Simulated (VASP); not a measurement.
## Sb: single point with PBE

Sb:

```xyz
2
Lattice="0.0000 3.4973 3.4973 3.4973 0.0000 3.4973 3.4973 3.4973 0.0000" Properties=species:S:1:pos:R:3 pbc="T T T"
Sb    0.0000    0.0000    0.0000
Sb    1.7487    1.7487    1.7487
```

```yaml
Program: VASP 6.6.1
Task: single point
Functional: PBE
Potentials_or_basis: VASP PAW PBE potentials, release 64 (Sb)
Cutoff: 520 eV
k_mesh: 14 × 14 × 14
Occupations: fermi-dirac, width 0.0612256 eV
Spin: no spin polarisation
```

```
Pressure               : -0.1 GPa
Band gap on the k mesh : zero (band 5 reaches 4.52 eV, above the bottom of band 6 at 3.40 eV)
```

Levels at points of the mesh, in eV from the Fermi level:
| k point | band 1 | band 2 | band 3 | band 4 | band 5 | band 6 | band 7 | band 8 | band 9 | band 10 |
| --- | --- | --- | --- | --- | --- | --- | --- | --- | --- | --- |
| (0.00, 0.00, 0.00) | -11.42 | -5.40 | -1.76 | -1.76 | -1.76 | 0.52 | 0.52 | 0.52 | 3.95 | 6.34 |
| (0.50, 0.00, 0.00) | -10.38 | -8.03 | -2.52 | -2.52 | -2.22 | 1.56 | 1.56 | 3.93 | 5.60 | 6.28 |
| (0.50, 0.50, 0.00) | -9.28 | -9.28 | -3.35 | -3.35 | -0.45 | -0.45 | 4.12 | 4.12 | 6.11 | 6.11 |

It took 84 s on 1 thread of AMD EPYC 7R43 64-Core Processor (Zen 3), on a shared host, peak memory 0.25 GiB.

Caveat: spin-orbit coupling is left out, which moves the levels of the heavy elements.
